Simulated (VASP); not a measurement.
Crystal: Ge.

```
Ge
1.0
     0.00000    2.88598    2.88598
     2.88598    0.00000    2.88598
     2.88598    2.88598    0.00000
Ge
2
Direct
  0.50000 0.50000 0.50000
  0.75000 0.75000 0.75000
```

Program: VASP 6.6.1. Alike in all runs: task single point; level PBE; potentials or basis VASP PAW PBE potentials, release 64 (Ge_d); no spin polarisation; cell as given; cutoff (eV) 520; smearing fermi-dirac 0.05 eV.

Problem. Order these runs on this cell by their pressure, lowest first.
A. k mesh 2 × 2 × 2
B. k mesh 5 × 5 × 5
C. k mesh 3 × 3 × 3

Solution. B (-0.1 GPa), C (2.4 GPa), A (13.9 GPa).

Caveats: all runs use coarse meshes.
